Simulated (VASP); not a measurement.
Runs of VASP 6.6.1 on Se. The structure is that of space group Im-3m (No. 229), or close to it. The cells are those of the table. This isn't the form of Se at room conditions, which is trigonal, of chains.

```csv
cell,gap on the mesh (eV),pressure (GPa)
"a = 2.311 Å, angles 109.5°, 1 atom",none,283.3
"a = 2.912 Å, angles 109.5°, 1 atom",none,(b)
"a = 2.145 Å, angles 109.5°, 1 atom",none,599.3
"a = 2.811 Å, angles 109.5°, 1 atom",none,(a)
"a = 2.703 Å, angles 109.5°, 1 atom",none,33.0
```

Alike in all rows: task single point; level LDA; potentials or basis VASP PAW LDA potentials, release 64 (Se); no spin polarisation; k mesh 15 × 15 × 15; cutoff (eV) 520; smearing fermi-dirac 0.08 eV.

Task: Estimate the missing entries.

Result: (a) 12.0; (b) 0.1.

Caveats: the cell stands under pressure (at least some runs).

A k mesh can miss the band edges, and the runs leave out spin-orbit coupling on Se.

A gap of «none» marks levels without a gap at the run's occupations.
